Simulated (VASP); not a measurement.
# Mo3H (P-3m1) in VASP: relaxation of cell and atoms with PBE

Aim: the relaxation of cell and atoms of Mo3H with PBE.

Everything below comes from runs of VASP 6.6.1. Logs are shortened: lines on timing, memory, paths and dates and some standing lists are left out, and cuts for length are marked.

## 1. The cell of the first run

The structure is trigonal, space group P-3m1 (No. 164). The conventional cell has a = 2.881 Å, b = 2.881 Å, c = 6.960 Å, α = 90.00°, β = 90.00°, γ = 120.00°. Within 2.7 Å of H (site symmetry -3m) lie 6 Mo at 2.06 Å. Mo (site symmetry 3m) has 3 H at 2.06 Å within 2.7 Å. Within 3.7 Å of Mo (site symmetry -3m) lie 12 Mo at 2.81 to 2.88 Å and 2 H at 3.48 Å.

## 2. Relaxation of cell and atoms, PBE

INCAR

```
PREC = Accurate
ENCUT = 600
EDIFF = 1E-6
ISMEAR = 0
SIGMA = 0.1
LREAL = F
LASPH = T
NELM = 80
ALGO = Normal
ISIF = 3
LWAVE = F
LCHARG = F
GGA = PE
IBRION = 2
NSW = 100
EDIFFG = -0.01
```

KPOINTS

```
Automatic mesh
0
Gamma
  12 12 6
```

POSCAR

```
Mo3H
1.0
    2.8813448285      0.0000000000      0.0000000000
   -1.4406724143      2.4953178186      0.0000000000
    0.0000000000      0.0000000000      6.9601061171
H Mo
1 3
Direct
    0.0000000000      0.0000000000      0.5000000000
    0.6666666667      0.3333333333      0.6742801413
    0.3333333333      0.6666666667      0.3257198587
    0.0000000000      0.0000000000      0.0000000000
```

Potentials or basis: VASP PAW PBE potentials, release 64 (H, Mo_sv).

Started as:

```bash
> cat potpaw_PBE.64/H/POTCAR potpaw_PBE.64/Mo_sv/POTCAR > POTCAR
> mpirun -np 1 vasp_std > vasp.out
```

OUTCAR:

```text
PREC = Accurate
   ENCUT = 600
   EDIFF = 1E-6
   ISMEAR = 0
   LREAL = F
   LASPH = T
   NELM = 80
   ISIF = 3
   GGA = PE
   IBRION = 2
   NSW = 100
   EDIFFG = -0.01

 ion  position               nearest neighbor table
   1  0.000  0.000  0.500-   2 2.06   3 2.06   2 2.06   3 2.06   2 2.06   3 2.06
   2  0.667  0.333  0.674-   1 2.06   1 2.06   1 2.06   4 2.81   4 2.81   4 2.81   3 2.94   3 2.94
                             3 2.94
   3  0.333  0.667  0.326-   1 2.06   1 2.06   1 2.06   4 2.81   4 2.81   4 2.81   2 2.94   2 2.94
                             2 2.94
   4  0.000  0.000  0.000-   2 2.81   3 2.81   2 2.81   3 2.81   2 2.81   3 2.81

  LATTYP: Found a hexagonal cell.
 ALAT       =     2.8813448285
 C/A-ratio  =     2.4155755494

  Lattice vectors:

 A1 = (   2.8813448285,   0.0000000000,   0.0000000000)
 A2 = (  -1.4406724143,   2.4953178186,   0.0000000000)
 A3 = (   0.0000000000,   0.0000000000,   6.9601061171)

Analysis of symmetry for initial positions (statically):
=====================================================================
 Subroutine PRICEL returns:
 Original cell was already a primitive cell.

 Routine SETGRP: Setting up the symmetry group for a
 hexagonal supercell.

 Subroutine GETGRP returns: Found 12 space group operations
 (whereof 12 operations were pure point group operations)
 out of a pool of 24 trial point group operations.

The static configuration has the point symmetry D_3d.

Analysis of symmetry for dynamics (positions and initial velocities):
=====================================================================
 Subroutine PRICEL returns:
 Original cell was already a primitive cell.

 Routine SETGRP: Setting up the symmetry group for a
 hexagonal supercell.

 Subroutine GETGRP returns: Found 12 space group operations
 (whereof 12 operations were pure point group operations)
 out of a pool of 24 trial point group operations.

The dynamic configuration has the point symmetry D_3d.

 Subroutine INISYM returns: Found 12 space group operations
 (whereof 12 operations are pure point group operations),
 and found     1 'primitive' translations

----------------------------------------------------------------------------------------

                                     Primitive cell

  volume of cell :      50.0423

  direct lattice vectors                    reciprocal lattice vectors
     2.881344829  0.000000000  0.000000000     0.347060161  0.200375277  0.000000000
    -1.440672414  2.495317819  0.000000000     0.000000000  0.400750555  0.000000000
[... 101 lines left out ...]
   NUPDOWN=      -1.0000    fix difference up-down
   EMIN   =  10.00;   EMAX   =-10.00  energy-range for DOS
   EFERMI =   0.00;   METHOD = LEGACY
   ISMEAR =     0;   SIGMA  =   0.10  broadening in eV -4-tet -1-fermi 0-gaus
   EFERMI_NEDOS =   21; number of points for ismear=-14 and -15
   IALGO  =     38    algorithm
   IMIX   =      4    mixing-type and parameters
     AMIX     =   0.40;   BMIX     =  1.00
     AMIX_MAG =   1.60;   BMIX_MAG =  1.00
  volume/ion in A,a.u.               =      12.51        84.43
  Fermi-wavevector in a.u.,A,eV,Ry     =   1.556391  2.941152 32.958105  2.422352
  Thomas-Fermi vector in A             =   2.660193
   LORBIT       =      0    0 simple, 1 ext, 2 COOP (PROOUT), +10 PAW based schemes
   GGA     = PE    functional components
   LHFCALC =     F    Hartree Fock is set to
   AEXX    =    0.0000 exact exchange contribution
   IVDW    =     0    specifies the selected vdW correction
   LEPSILON=     F    determine dielectric tensor
   LRPA    =     F    only Hartree local field effects (RPA)
 conjugate gradient relaxation of ions
 non-spin polarized calculation
 Gauss-broadening in eV      SIGMA  =   0.10
  energy-cutoff  :      600.00
  volume of cell :       50.04
 maximum number of plane-waves:      1684
 NGX is ok and might be reduce to    24
   NGX = 11   NGY = 11   NGZ = 27

--------------------------------------- Ionic step        1  -------------------------------------------

 number of electron      42.9999995 magnetization

 Free energy of the ion-electron system (eV)
  ---------------------------------------------------
  ext. energy  EPLUGINS =         0.00000000
  ---------------------------------------------------
  free energy    TOTEN  =       -35.23945148 eV

  energy without entropy =      -35.22460889  energy(sigma->0) =      -35.23203018

------------------------ aborting loop because EDIFF is reached ----------------------------------------

  FORCE on cell =-STRESS in cart. coord.  units (eV):
  Direction    XX          YY          ZZ          XY          YZ          ZX
  --------------------------------------------------------------------------------------
  -------------------------------------------------------------------------------------
  Total       -0.1029058     -0.1029058      0.3245242      0.0000000     -0.0000000     -0.0000000
  in kB       -3.2946806     -3.2946806     10.3901220      0.0000000     -0.0000000     -0.0000000
  external PRESSURE =       1.2669203 kB  Pullay stress =       0.0000000 kB
[... 215 lines left out ...]
--------------------------------------- Ionic step        7  -------------------------------------------

 number of electron      42.9999997 magnetization

 Free energy of the ion-electron system (eV)
  ---------------------------------------------------
  ext. energy  EPLUGINS =         0.00000000
  ---------------------------------------------------
  free energy    TOTEN  =       -35.24173222 eV

  energy without entropy =      -35.22782284  energy(sigma->0) =      -35.23477753

 E-fermi :  11.5588     XC(G=0): -13.2117

 val. band max:       11.5562078446   @ k =  -0.1667   0.4167   0.1667
 cond. band min:      11.5621620348   @ k =   0.4167   0.0833   0.0000
 fundamental gap:      0.0059541902
 Fermi energy:        11.5587545618

 k-point     1 :       0.0000    0.0000    0.0000
  band No.  band energies     occupation
      1     -49.2247      2.00000
      2     -49.1182      2.00000
      3     -48.9911      2.00000
      4     -23.5562      2.00000
      5     -23.5274      2.00000
      6     -22.8001      2.00000
[... 661 lines left out ...]
     24      11.9084      0.00000
     25      13.0794      0.00000

 [... further k-points ...]

------------------------ aborting loop because EDIFF is reached ----------------------------------------

  FORCE on cell =-STRESS in cart. coord.  units (eV):
  Direction    XX          YY          ZZ          XY          YZ          ZX
  --------------------------------------------------------------------------------------
  -------------------------------------------------------------------------------------
  Total        0.0077683      0.0077683     -0.0045613     -0.0000000      0.0000000     -0.0000000
  in kB        0.2485646      0.2485646     -0.1459494     -0.0000000      0.0000000     -0.0000000
  external PRESSURE =       0.1170599 kB  Pullay stress =       0.0000000 kB
[... 19 lines left out ...]
  FREE ENERGIE OF THE ION-ELECTRON SYSTEM (eV)
  ---------------------------------------------------
  free  energy   TOTEN  =       -35.2417322190 eV

  energy  without entropy=      -35.2278228444  energy(sigma->0) =      -35.23477753

 reached required accuracy - stopping structural energy minimisation
```

Run time: 8.2 min. Hardware: 1 thread of Intel Xeon 8259CL, shared host; peak memory 0.27 GiB.

What came out:

```
Free energy                           : -35.2417 eV
Relaxed volume                        : 12.52 Å³/atom
Relaxed cell                          : a = 2.873 Å, b = 2.873 Å, c = 7.005 Å, α = 90.00°, β = 90.00°, γ = 120.00°
Space group after relaxing (to 0.1 Å) : P-3m1 (No. 164)
Energy gained by relaxing             : 0.6 meV/atom
Ionic steps                           : 7
Pressure after relaxing               : 0.0 GPa
Largest force after relaxing          : 0.004 eV/Å
Band gap on the k mesh                : zero (an odd number of electrons rules out a gap without spin polarisation)
```

Forces in eV/Å, atoms in the order of the input:
```
H    0.000  0.000  0.000
Mo   0.000  0.000 -0.004
Mo   0.000  0.000  0.004
Mo   0.000  0.000  0.000
```

Step by step:
```csv
step,energy change (eV),largest force (eV/Å),pressure (GPa),volume (Å³)
1,0.0000,0.0904,0.13,50.04
2,-0.0017,0.0536,-0.21,50.11
3,-0.0021,0.0309,-0.41,50.16
4,-0.0021,0.0263,-0.46,50.17
5,-0.0017,0.0087,0.89,49.90
6,-0.0023,0.0144,0.02,50.07
7,-0.0023,0.0039,0.01,50.07
```

Final structure:
```cif
data_structure
_symmetry_space_group_name_H-M 'P 1'
_symmetry_Int_Tables_number 1
_cell_length_a 2.8730
_cell_length_b 2.8730
_cell_length_c 7.0049
_cell_angle_alpha 90.000
_cell_angle_beta 90.000
_cell_angle_gamma 120.000
_cell_volume 50.07
loop_
_atom_site_label
_atom_site_type_symbol
_atom_site_fract_x
_atom_site_fract_y
_atom_site_fract_z
_atom_site_occupancy
H1 H 0.00000 0.00000 0.50000 1
Mo1 Mo 0.66667 0.33333 0.67291 1
Mo2 Mo 0.33333 0.66667 0.32709 1
Mo3 Mo 0.00000 0.00000 0.00000 1
```
